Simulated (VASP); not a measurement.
# Cd3HgS4 (I-42m) in VASP: further runs

The runs below take Cd3HgS4 through single point, with PBE, r2SCAN.

Program: VASP 6.6.1. These are calculated values, not measurements. Logs are shortened: lines on timing, memory, paths and dates and some standing lists are left out, and cuts for length are marked.

## Step 1: The cell of the first run

The structure is tetragonal, space group I-42m (No. 121). Conventional cell: a = 5.821 Å, b = 5.821 Å, c = 11.643 Å, α = 90.00°, β = 90.00°, γ = 90.00°. Cd (site symmetry -4) has 4 S at 2.51 Å within 3.3 Å. Cd (site symmetry -42m) has 4 S at 2.51 Å within 3.3 Å. Within 3.3 Å of S (site symmetry m) lie 3 Cd at 2.51 Å and 1 Hg at 2.54 Å. Hg (site symmetry -42m) has 4 S at 2.54 Å within 3.4 Å.

## Step 2: Single point, PBE (24.65 Å³/atom)

The input, INCAR:

```
SYSTEM = Cd3HgS4
  PREC = Accurate
  ENCUT = 520
  EDIFF = 1E-6
  ISMEAR = 0
  SIGMA = 0.01
  LREAL = .FALSE.
  LASPH = .TRUE.
  NELM = 100
  ALGO = Normal
  ISIF = 2
  LWAVE = .FALSE.
  LCHARG = .TRUE.
  GGA = PE
  LELF = .TRUE.
  LVHAR = .TRUE.
  NBANDS = 46
```

The input, KPOINTS:

```
Automatic mesh
0
G
  6 6 6
  0 0 0
```

The input, POSCAR:

```
Cd3HgS4
1.0
   -2.9103576307      2.9103576307      5.8215641797
    2.9103576307     -2.9103576307      5.8215641797
    2.9103576307      2.9103576307     -5.8215641797
Cd S Hg
3 4 1
Direct
    0.7500000000      0.2500000000      0.5000000000
    0.5000000000      0.5000000000      0.0000000000
    0.2500000000      0.7500000000      0.5000000000
    0.1260947508      0.6219475268      0.0000000000
    0.8739052492      0.8739052492      0.4958527761
    0.6219475268      0.1260947508      0.0000000000
    0.3780524732      0.3780524732      0.5041472239
    0.0000000000      0.0000000000      0.0000000000
```

Potentials or basis: VASP PAW PBE potentials, release 64 (Cd, S, Hg).

On the command line:

```
$ cat potpaw_PBE.64/Cd/POTCAR potpaw_PBE.64/S/POTCAR potpaw_PBE.64/Hg/POTCAR > POTCAR
$ mpirun -np 1 vasp_std > vasp.out
```

OUTCAR:

```text
SYSTEM = Cd3HgS4
   PREC = Accurate
   ENCUT = 520
   EDIFF = 1E-6
   ISMEAR = 0
   LREAL = .FALSE.
   LASPH = .TRUE.
   NELM = 100
   ISIF = 2
   GGA = PE

 ion  position               nearest neighbor table
   1  0.750  0.250  0.500-   7 2.51   4 2.51   6 2.51   5 2.51
   2  0.500  0.500  0.000-   5 2.51   4 2.51   6 2.51   7 2.51
   3  0.250  0.750  0.500-   7 2.51   6 2.51   4 2.51   5 2.51
   4  0.126  0.622  0.000-   2 2.51   3 2.51   1 2.51   8 2.54
   5  0.874  0.874  0.496-   2 2.51   1 2.51   3 2.51   8 2.54
   6  0.622  0.126  0.000-   2 2.51   1 2.51   3 2.51   8 2.54
   7  0.378  0.378  0.504-   2 2.51   1 2.51   3 2.51   8 2.54
   8  0.000  0.000  0.000-   5 2.54   7 2.54   6 2.54   4 2.54

  LATTYP: Found a body centered tetragonal cell.
 ALAT       =     5.8207152614
 C/A-ratio  =     2.0002916887

  Lattice vectors:

 A1 = (  -2.9103576307,   2.9103576307,   5.8215641797)
 A2 = (   2.9103576307,  -2.9103576307,   5.8215641797)
 A3 = (   2.9103576307,   2.9103576307,  -5.8215641797)

Analysis of symmetry for initial positions (statically):
=====================================================================
 Subroutine PRICEL returns:
 Original cell was already a primitive cell.

 Routine SETGRP: Setting up the symmetry group for a
 body centered tetragonal supercell.

 Subroutine GETGRP returns: Found  8 space group operations
 (whereof  8 operations were pure point group operations)
 out of a pool of 16 trial point group operations.

The static configuration has the point symmetry D_2d.

Analysis of symmetry for dynamics (positions and initial velocities):
=====================================================================
 Subroutine PRICEL returns:
 Original cell was already a primitive cell.

 Routine SETGRP: Setting up the symmetry group for a
 body centered tetragonal supercell.

 Subroutine GETGRP returns: Found  8 space group operations
 (whereof  8 operations were pure point group operations)
 out of a pool of 16 trial point group operations.

The dynamic configuration has the point symmetry D_2d.

 Subroutine INISYM returns: Found  8 space group operations
 (whereof  8 operations are pure point group operations),
 and found     1 'primitive' translations

----------------------------------------------------------------------------------------

                                     Primitive cell

  volume of cell :     197.2388

  direct lattice vectors                    reciprocal lattice vectors
    -2.910357631  2.910357631  5.821564180     0.000000000  0.171800192  0.085887570
     2.910357631 -2.910357631  5.821564180     0.171800192  0.000000000  0.085887570
     2.910357631  2.910357631 -5.821564180     0.171800192  0.171800192  0.000000000

  length of vectors
     7.129584320  7.129584320  7.129584320     0.192072852  0.192072852  0.242962162

  position of ions in fractional coordinates (direct lattice)
     0.750000000  0.250000000  0.500000000
     0.500000000  0.500000000  0.000000000
     0.250000000  0.750000000  0.500000000
     0.126094751  0.621947527  0.000000000
     0.873905249  0.873905249  0.495852776
     0.621947527  0.126094751  0.000000000
     0.378052473  0.378052473  0.504147224
     0.000000000  0.000000000  0.000000000

  ion indices of the primitive-cell ions
   primitive index   ion index
                 1           1
                 2           2
                 3           3
                 4           4
                 5           5
                 6           6
                 7           7
                 8           8

----------------------------------------------------------------------------------------

 KPOINTS: Automatic mesh

Automatic generation of k-mesh.
 Grid dimensions read from file:
 generate k-points for:    6    6    6

 Generating k-lattice:

  Cartesian coordinates                     Fractional coordinates (reciprocal lattice)
     0.000000000  0.028633365  0.014314595     0.166666667  0.000000000  0.000000000
     0.028633365  0.000000000  0.014314595     0.000000000  0.166666667  0.000000000
     0.028633365  0.028633365  0.000000000     0.000000000  0.000000000  0.166666667

  Length of vectors
     0.032012142  0.032012142  0.040493694

  Shift w.r.t. Gamma in fractional coordinates (k-lattice)
     0.000000000  0.000000000  0.000000000

 Subroutine IBZKPT returns following result:
 ===========================================

 Found     30 irreducible k-points:

 Following reciprocal coordinates:
            Coordinates               Weight
  0.000000  0.000000  0.000000      1.000000
  0.166667  0.000000  0.000000      8.000000
  0.333333  0.000000  0.000000      8.000000
  0.500000  0.000000  0.000000      4.000000
  0.166667  0.166667 -0.000000      8.000000
  0.333333  0.166667  0.000000     16.000000
[... 16 lines left out ...]
 -0.333333 -0.333333  0.166667      8.000000
 -0.166667 -0.333333  0.166667      8.000000
 [... further k-points ...]
[... 37 lines left out ...]
   GGA     = PE    functional components
   LHFCALC =     F    Hartree Fock is set to
   AEXX    =    0.0000 exact exchange contribution
   IVDW    =     0    specifies the selected vdW correction
   LEPSILON=     F    determine dielectric tensor
   LRPA    =     F    only Hartree local field effects (RPA)
 non-spin polarized calculation
 Gauss-broadening in eV      SIGMA  =   0.01
  energy-cutoff  :      520.00
  volume of cell :      197.24
 maximum number of plane-waves:      5343
 NGX is ok and might be reduce to    54
   NGX = 27   NGY = 27   NGZ = 27

 number of electron      72.0000009 magnetization

 Free energy of the ion-electron system (eV)
  ---------------------------------------------------
  ext. energy  EPLUGINS =         0.00000000
  ---------------------------------------------------
  free energy    TOTEN  =       -22.81272409 eV

  energy without entropy =      -22.81272409  energy(sigma->0) =      -22.81272409

 E-fermi :   1.6708     XC(G=0):  -9.2273

 val. band max:        1.6008219035   @ k =   0.0000   0.0000   0.0000
 cond. band min:       2.3481266678   @ k =   0.0000   0.0000   0.0000
 fundamental gap:      0.7473047643
 Fermi energy:         1.6707542933

 k-point     1 :       0.0000    0.0000    0.0000
  band No.  band energies     occupation
      1     -11.0575      2.00000
      2     -10.4477      2.00000
      3     -10.4477      2.00000
      4     -10.4462      2.00000
      5      -6.2396      2.00000
      6      -6.2396      2.00000
[... 38 lines left out ...]
     45       8.0105      0.00000
     46       8.0105      0.00000

 k-point     2 :       0.1667    0.0000    0.0000
  band No.  band energies     occupation
      1     -11.0071      2.00000
      2     -10.4724      2.00000
      3     -10.4620      2.00000
      4     -10.4557      2.00000
      5      -6.2294      2.00000
      6      -6.2218      2.00000
[... 38 lines left out ...]
     45       8.1906      0.00000
     46       8.2563      0.00000

 k-point     3 :       0.3333    0.0000    0.0000
  band No.  band energies     occupation
      1     -10.8745      2.00000
      2     -10.5586      2.00000
      3     -10.4847      2.00000
      4     -10.4756      2.00000
      5      -6.2016      2.00000
      6      -6.1811      2.00000
[... 38 lines left out ...]
     45       8.2987      0.00000
     46       8.6346      0.00000

 k-point     4 :       0.5000    0.0000    0.0000
  band No.  band energies     occupation
      1     -10.7247      2.00000
      2     -10.6863      2.00000
      3     -10.4940      2.00000
      4     -10.4863      2.00000
      5      -6.1709      2.00000
      6      -6.1507      2.00000
[... 920 lines left out ...]
     45       8.2896      0.00000
     46       8.4255      0.00000

 k-point    23 :      -0.3333   -0.3333    0.1667
  band No.  band energies     occupation
      1     -10.8462      2.00000
      2     -10.5789      2.00000
      3     -10.4862      2.00000
      4     -10.4804      2.00000
      5      -6.1910      2.00000
      6      -6.1740      2.00000
[... 38 lines left out ...]
     45       8.5282      0.00000
     46       8.7382      0.00000

 k-point    24 :      -0.1667   -0.3333    0.1667
  band No.  band energies     occupation
      1     -10.9335      2.00000
      2     -10.5284      2.00000
      3     -10.4804      2.00000
      4     -10.4526      2.00000
      5      -6.2071      2.00000
      6      -6.1964      2.00000
[... 38 lines left out ...]
     45       8.3747      0.00000
     46       8.4948      0.00000

 [... further k-points ...]

------------------------ aborting loop because EDIFF is reached ----------------------------------------

  FORCE on cell =-STRESS in cart. coord.  units (eV):
  Direction    XX          YY          ZZ          XY          YZ          ZX
  --------------------------------------------------------------------------------------
  -------------------------------------------------------------------------------------
  Total        5.0820214      5.0820214      5.0833808      0.0000000      0.0000000      0.0000000
  in kB       41.2814240     41.2814240     41.2924663      0.0000000      0.0000000      0.0000000
  external PRESSURE =      41.2851047 kB  Pullay stress =       0.0000000 kB

 VOLUME and BASIS-vectors are now :
 -----------------------------------------------------------------------------
  energy-cutoff  :      520.00
  volume of cell :      197.24
      direct lattice vectors                 reciprocal lattice vectors
    -2.910357631  2.910357631  5.821564180     0.000000000  0.171800192  0.085887570
     2.910357631 -2.910357631  5.821564180     0.171800192  0.000000000  0.085887570
     2.910357631  2.910357631 -5.821564180     0.171800192  0.171800192  0.000000000

 POSITION                                       TOTAL-FORCE (eV/Angst)
 -----------------------------------------------------------------------------------
      0.00000      2.91036      2.91078         0.000000     -0.000000      0.000000
      0.00000      0.00000      5.82156         0.000000     -0.000000     -0.000000
      2.91036      0.00000      2.91078         0.000000     -0.000000     -0.000000
      1.44311     -1.44311      4.35478         0.001765     -0.001765      0.002345
      1.44311      1.44311      7.28835         0.001765      0.001765     -0.002345
     -1.44311      1.44311      4.35478        -0.001765      0.001765      0.002345
      1.46725      1.46725      1.46679        -0.001765     -0.001765     -0.002345
      0.00000      0.00000      0.00000         0.000000     -0.000000      0.000000
 -----------------------------------------------------------------------------------
    total drift:                               -0.000004     -0.000004     -0.000003

  FREE ENERGIE OF THE ION-ELECTRON SYSTEM (eV)
  ---------------------------------------------------
  free  energy   TOTEN  =       -22.8127240864 eV

  energy  without entropy=      -22.8127240864  energy(sigma->0) =      -22.81272409
```

It took 5.3 min on 1 thread of Intel Xeon 6975P-C (Granite Rapids), shared host; peak memory 0.53 GiB.

What came out:

```
Free energy            : -22.8127 eV
Pressure               : 4.1 GPa
Largest force          : 0.003 eV/Å
Band gap on the k mesh : 0.75 eV
```

Forces in eV/Å, atoms in the order of the input:
```
Cd   0.000  0.000  0.000
Cd   0.000  0.000  0.000
Cd   0.000  0.000  0.000
S    0.002 -0.002  0.002
S    0.002  0.002 -0.002
S   -0.002  0.002  0.002
S   -0.002 -0.002 -0.002
Hg   0.000  0.000  0.000
```

Caveat: the cell stands under pressure; spin-orbit coupling is left out, which moves the levels of the heavy elements.

## Step 3: Single point, PBE (25.44 Å³/atom)

This run uses another cell than the first one, of 25.44 Å³/atom.

The input, INCAR:

```
PREC     = Accurate       # precision mode
ENCUT    = 520            # plane-wave cutoff, eV
EDIFF    = 1E-6           # SCF threshold, eV
ISMEAR   = 0              # smearing method
SIGMA    = 0.01           # smearing width, eV
LREAL    = F              # projectors in reciprocal space
LASPH    = T              # aspherical terms in the spheres
NELM     = 100            # most SCF steps
ALGO     = Normal         # electronic algorithm
ISIF     = 2              # what is computed and relaxed
LWAVE    = F              # write WAVECAR
LCHARG   = T              # write CHGCAR
GGA      = PE             # functional
LELF     = T              # ELF
LVHAR    = T            
NBANDS   = 46             # bands
```

The input, KPOINTS:

```
regular mesh
0
Gamma
  6 6 6
```

Changes to POSCAR since step 2:

```diff
@@ -2,5 +2,5 @@
 1.0
-   -2.9103576307      2.9103576307      5.8215641797
-    2.9103576307     -2.9103576307      5.8215641797
-    2.9103576307      2.9103576307     -5.8215641797
+   -2.9409952257      2.9409952257      5.8828483063
+    2.9409952257     -2.9409952257      5.8828483063
+    2.9409952257      2.9409952257     -5.8828483063
 Cd S Hg
```

Potentials or basis: VASP PAW PBE potentials, release 64 (Cd, S, Hg).

On the command line:

```
$ cat potpaw_PBE.64/Cd/POTCAR potpaw_PBE.64/S/POTCAR potpaw_PBE.64/Hg/POTCAR > POTCAR
$ mpirun -np 1 vasp_std > vasp.out
```

It took 4.5 min on 1 thread of Intel Xeon 6975P-C (Granite Rapids), shared host; peak memory 0.53 GiB.

Results (log left out):

```
Free energy            : -22.9341 eV
Pressure               : 2.1 GPa
Largest force          : 0.003 eV/Å
Band gap on the k mesh : 0.69 eV
```

Forces on the atoms (eV/Å):
```
Cd   0.000  0.000  0.000
Cd   0.000  0.000  0.000
Cd   0.000  0.000  0.000
S    0.002 -0.002  0.002
S    0.002  0.002 -0.002
S   -0.002  0.002  0.002
S   -0.002 -0.002 -0.002
Hg   0.000  0.000  0.000
```

Levels at points of the mesh, in eV from the valence-band top:
| k point | band 34 | band 35 | band 36 | band 37 | band 38 | band 39 |
| --- | --- | --- | --- | --- | --- | --- |
| (0.00, 0.00, 0.00) | 0.00 | 0.00 | 0.00 | 0.69 | 3.57 | 3.84 |
| (0.50, 0.00, 0.00) | -1.32 | -0.84 | -0.69 | 3.06 | 3.64 | 4.42 |
| (0.50, 0.50, 0.00) | -0.73 | -0.69 | -0.66 | 2.22 | 2.88 | 3.80 |
| (0.50, 0.50, 0.50) | -1.13 | -0.93 | -0.93 | 2.87 | 3.40 | 3.56 |

Caveat: spin-orbit coupling is left out, which moves the levels of the heavy elements.

## Step 4: Single point, PBE

This run uses another cell than the first one, of 25.55 Å³/atom.

The input, INCAR:

```
PREC = Accurate
ENCUT = 520
EDIFF = 1E-7
ISMEAR = 0
SIGMA = 0.01
LREAL = F
LASPH = T
NELM = 60
ALGO = Normal
ISIF = 2
LWAVE = F
LCHARG = F
GGA = PE
NBANDS = 46
```

KPOINTS is that of step 3.

The input, POSCAR:

```
Cd3HgS4
1.0
   -2.9452541552      2.9452541552      5.8912555200
    2.9452541552     -2.9452541552      5.8912555200
    2.9452541552      2.9452541552     -5.8912555200
Cd S Hg
3 4 1
Direct
    0.7500000000      0.2500000000      0.5000000000
    0.5000000000      0.5000000000      0.0000000000
    0.2500000000      0.7500000000      0.5000000000
    0.1260023273      0.6221842884      0.0000000000
    0.8739976727      0.8739976727      0.4961819611
    0.6221842884      0.1260023273      0.0000000000
    0.3778157116      0.3778157116      0.5038180389
    0.0000000000      0.0000000000      0.0000000000
```

On the command line:

```
$ cat potpaw_PBE.64/Cd/POTCAR potpaw_PBE.64/S/POTCAR potpaw_PBE.64/Hg/POTCAR > POTCAR
$ mpirun -np 1 vasp_std > vasp.out
```

Wall time 4.6 min (1 thread of Intel Xeon 6975P-C (Granite Rapids), shared host); peak memory 0.54 GiB.

The run converged. Its results:

* Free energy: -22.9447 eV
* Pressure: 1.8 GPa
* Largest force: 0.010 eV/Å
* Band gap on the k mesh: 0.68 eV

Forces in eV/Å, atoms in the order of the input:
```
Cd   0.000  0.000  0.000
Cd   0.000  0.000  0.000
Cd   0.000  0.000  0.000
S   -0.006  0.006 -0.006
S   -0.006 -0.006  0.006
S    0.006 -0.006 -0.006
S    0.006  0.006  0.006
Hg   0.000  0.000  0.000
```

Levels at points of the mesh, in eV from the valence-band top:
```tsv
k point	band 32	band 33	band 34	band 35	band 36	band 37	band 38	band 39	band 40	band 41
(0.00, 0.00, 0.00)	-1.90	-1.90	0.00	0.00	0.00	0.68	3.57	3.83	4.88	5.20
(0.50, 0.00, 0.00)	-1.47	-1.38	-1.31	-0.84	-0.68	3.05	3.62	4.41	4.70	5.26
(0.50, 0.50, 0.00)	-0.87	-0.80	-0.73	-0.68	-0.65	2.21	2.87	3.79	4.06	6.04
(0.50, 0.50, 0.50)	-1.79	-1.12	-1.12	-0.92	-0.92	2.86	3.39	3.57	3.57	3.90
```

Caveat: spin-orbit coupling is left out, which moves the levels of the heavy elements.

## Step 5: Single point, r2SCAN (24.02 Å³/atom)

This run uses another cell than the first one, of 24.02 Å³/atom.

Changes to POSCAR since step 4:

```diff
@@ -2,5 +2,5 @@
 1.0
-   -2.9452541552      2.9452541552      5.8912555200
-    2.9452541552     -2.9452541552      5.8912555200
-    2.9452541552      2.9452541552     -5.8912555200
+   -2.8851300570      2.8851300570      5.7709920703
+    2.8851300570     -2.8851300570      5.7709920703
+    2.8851300570      2.8851300570     -5.7709920703
 Cd S Hg
```

The input, INCAR.step1:

```
SYSTEM = Cd3HgS4
PREC = Accurate
ENCUT = 520
ISMEAR = 0
SIGMA = 0.01
LREAL = .FALSE.
LASPH = .TRUE.
NELM = 100
NBANDS = 46
GGA = PE
ALGO = Normal
EDIFF = 1E-4
LWAVE = .TRUE.
LCHARG = .FALSE.
```

The input, INCAR.step2:

```
SYSTEM = Cd3HgS4
PREC = Accurate
ENCUT = 520
EDIFF = 1E-6
ISMEAR = 0
SIGMA = 0.01
LREAL = .FALSE.
LASPH = .TRUE.
NELM = 100
ALGO = Normal
ISIF = 2
LWAVE = .FALSE.
LCHARG = .FALSE.
METAGGA = R2SCAN
LMIXTAU = .TRUE.
NBANDS = 46
ISTART = 1
```

The input, KPOINTS:

```
regular mesh
0
G
  6 6 6
  0 0 0
```

On the command line:

```
$ cat potpaw_PBE.64/Cd/POTCAR potpaw_PBE.64/S/POTCAR potpaw_PBE.64/Hg/POTCAR > POTCAR
$ cp INCAR.step1 INCAR
$ mpirun -np 1 vasp_std > vasp.out
$ cp INCAR.step2 INCAR
$ mpirun -np 1 vasp_std > vasp.out
```

It took 47 min on 1 thread of Intel Xeon 8259CL, shared host; peak memory 0.59 GiB.

It converged, with:

```yaml
Free_energy: -146.6022 eV
Pressure: 4.6 GPa
Band_gap_on_the_k_mesh: 1.19 eV
```

Forces on the atoms (eV/Å):
```
Cd   0.000  0.000  0.000
Cd   0.000  0.000  0.000
Cd   0.000  0.000  0.000
S    0.001 -0.001  0.002
S    0.001  0.001 -0.002
S   -0.001  0.001  0.002
S   -0.001 -0.001 -0.002
Hg   0.000  0.000  0.000
```

Levels at points of the mesh, in eV from the valence-band top:
| k point | band 32 | band 33 | band 34 | band 35 | band 36 | band 37 | band 38 | band 39 | band 40 | band 41 |
| --- | --- | --- | --- | --- | --- | --- | --- | --- | --- | --- |
| (0.00, 0.00, 0.00) | -2.19 | -2.19 | -0.01 | 0.00 | 0.00 | 1.19 | 3.75 | 4.28 | 5.57 | 5.69 |
| (0.50, 0.00, 0.00) | -1.69 | -1.59 | -1.50 | -0.96 | -0.77 | 3.59 | 4.24 | 5.02 | 5.34 | 5.69 |
| (0.50, 0.50, 0.00) | -1.01 | -0.92 | -0.84 | -0.79 | -0.76 | 2.65 | 3.39 | 4.43 | 4.75 | 6.36 |
| (0.50, 0.50, 0.50) | -1.99 | -1.30 | -1.30 | -1.06 | -1.06 | 3.31 | 3.75 | 3.75 | 3.91 | 4.30 |

Caveat: the cell stands under pressure; the PAW data sets were made with another functional, which shifts forces and pressure a little; spin-orbit coupling is left out, which moves the levels of the heavy elements.

## Step 6: The runs side by side

| level | cell | gap on the mesh (eV) | pressure (GPa) |
| --- | --- | --- | --- |
| PBE | a = 7.130 Å, angles 131.8, 131.8, 70.5°, 8 atoms | 0.75 | 4.1 |
| PBE | a = 7.205 Å, angles 131.8, 131.8, 70.5°, 8 atoms | 0.69 | 2.1 |
| PBE | a = 7.215 Å, angles 131.8, 131.8, 70.5°, 8 atoms | 0.68 | 1.8 |
| r2SCAN | a = 7.068 Å, angles 131.8, 131.8, 70.5°, 8 atoms | 1.19 | 4.6 |

Alike in all rows: task single point; potentials or basis VASP PAW PBE potentials, release 64 (Cd, S, Hg); no spin polarisation; k mesh 6 × 6 × 6; cutoff (eV) 520; smearing gaussian 0.01 eV.

Caveats: spin-orbit coupling is left out, which moves the levels of the heavy elements; the cell stands under pressure (at least some runs); the PAW data sets were made with another functional, which shifts forces and pressure a little (at least some runs).

Absolute energies hang on the potentials; compare differences alone.
